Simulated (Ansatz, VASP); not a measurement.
One calculation of GaN, two programs

POSCAR

```
GaN
1.0
    0.0000000000      1.9023738893      2.6899566795
    1.9023738893      0.0000000000      2.6899566795
    1.9023738893      1.9023738893      0.0000000000
Ga N
1 1
Direct
    0.0000000000      0.0000000000      0.0000000000
    0.5000000000      0.5000000000      0.5000000000
```

INCAR.step1

```
SYSTEM = GaN
PREC = Accurate ; ENCUT = 520
ISMEAR = 0 ; SIGMA = 0.05
LREAL = .FALSE. ; LASPH = .TRUE.
NELM = 100 ; NBANDS = 16
GGA = PE ; ALGO = Normal
EDIFF = 1E-4 ; LWAVE = .TRUE.
LCHARG = .FALSE.
```

INCAR.step2

```
SYSTEM = GaN
PREC = Accurate ; ENCUT = 520
EDIFF = 1E-6 ; ISMEAR = 0
SIGMA = 0.05 ; LREAL = .FALSE.
LASPH = .TRUE. ; NELM = 100
ALGO = Normal ; ISIF = 2
LWAVE = .FALSE. ; LCHARG = .TRUE.
METAGGA = R2SCAN ; LMIXTAU = .TRUE.
LELF = .TRUE. ; LVHAR = .TRUE.
NBANDS = 16 ; ISTART = 1
```

Contents of KPOINTS:

```
Automatic mesh
0
G
  12 12 12
  0 0 0
```

Input for Ansatz:

```yaml
crystal:
  lattice:
    - [0.0, 1.9023738893, 2.6899566795]
    - [1.9023738893, 0.0, 2.6899566795]
    - [1.9023738893, 1.9023738893, 0.0]
  atoms:
    - { symbol: Ga, position: [0.0, 0.0, 0.0] }
    - { symbol: "N", position: [0.5, 0.5, 0.5] }
basis:
  ecutwfc: 500
kpoints:
  mp_grid: { grid: [12, 12, 12] }
hamiltonian:
  xc: r2scan
scf:
  occupations: { method: gaussian, width: 0.05 }
output:
  forces: true
  stress: true
  eigenvalues: true
```

Alike in both runs: task single point; functional r2SCAN; k mesh 12 × 12 × 12; occupations gaussian, width 0.05 eV; no spin polarisation.

```csv
,VASP,Ansatz
version,VASP 6.6.1,Ansatz 0.2.0
potentials or method,"VASP PAW PBE potentials, release 64 (Ga_d, N), cutoff 520 eV","scalar-relativistic, plane waves, PAW"
valence electrons in the cell,18,18
```

Ansatz gave:

| Item | Value |
| --- | --- |
| gap on the k mesh at the Fermi level (eV) | 0.50 |
| least direct gap on the mesh (eV) | 2.70 |

**Question.** Which values does VASP return?

**Answer.** gap on the k mesh at the Fermi level (eV): 0.45; least direct gap on the mesh (eV): 2.67.

VASP's potentials were made for PBE, not for r2SCAN.
